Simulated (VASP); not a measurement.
Crystal: W.

```
W
1.0
    -1.58234    1.58234    1.58234
     1.58234   -1.58234    1.58234
     1.58234    1.58234   -1.58234
W
1
Cartesian
  0.0000 0.0000 0.0000
```

- Program: VASP 6.6.1
- Task: relaxation of cell and atoms
- Functional: LDA
- Potentials or basis: VASP PAW LDA potentials, release 64 (W_sv)
- Cutoff: 600 eV
- k mesh: 24 × 24 × 24
- Occupations: fermi-dirac, width 0.1 eV
- Spin: no spin polarisation

At the start: pressure -7.1 GPa; volume 15.85 Å³/atom.

How do energy, volume and symmetry change on relaxing?

Over 8 steps the energy falls by 7.8 meV/atom and the volume is 15.50 Å³/atom (-2.2 %); space group Im-3m (No. 229, to 0.05 Å).

The path:
```csv
step,energy change (eV),largest force (eV/Å),pressure (GPa),volume (Å³)
1,0.0000,0.0000,-7.10,15.85
2,0.1060,0.0000,32.38,14.29
3,-0.0078,0.0000,-0.28,15.51
4,-0.0078,0.0000,-0.05,15.50
5,-0.0078,0.0000,0.11,15.49
6,-0.0078,0.0000,-0.26,15.52
7,-0.0078,0.0000,-0.04,15.50
8,-0.0078,0.0000,0.01,15.50
```

Final structure:
```
CELL_PARAMETERS angstrom
-1.57066 1.57066 1.57066
1.57066 -1.57066 1.57066
1.57066 1.57066 -1.57066
ATOMIC_POSITIONS crystal
W 0.00000 0.00000 0.00000
```
